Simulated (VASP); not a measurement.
Runs of VASP 6.6.1 on SnO2. The structure is that of space group Fm-3m (No. 225), or close to it. The cells are those of the table. 

```csv
task,cell,k mesh,cutoff (eV),smearing,gap on the mesh (eV),pressure (GPa),relaxed volume (Å³/atom)
relaxation of cell and atoms,"relaxed from a = 3.583 Å, angles 60.0°, 3 atoms",10 × 10 × 10,600,gaussian 0.02 eV,0.81,0.0,10.90
relaxation of cell and atoms,"relaxed from a = 3.640 Å, angles 60.0°, 3 atoms",6 × 6 × 6,600,gaussian 0.1 eV,0.82,-0.1,10.90
single point,"a = 3.583 Å, angles 60.0°, 3 atoms",10 × 10 × 10,520,gaussian 0.02 eV,(a),1.3,-
single point,"a = 3.583 Å, angles 60.0°, 3 atoms",6 × 6 × 6,520,gaussian 0.1 eV,0.88,1.3,-
```

Alike in all rows: level r2SCAN; potentials or basis VASP PAW PBE potentials, release 64 (Sn_d, O); no spin polarisation.

Task: Fill in the values left out.

Result: (a) 0.86.

Caveats: the PAW data sets were made with another functional, which shifts forces and pressure a little; spin-orbit coupling is left out, which moves the levels of the heavy elements.

A k mesh can miss the band edges, and the runs leave out spin-orbit coupling on Sn.
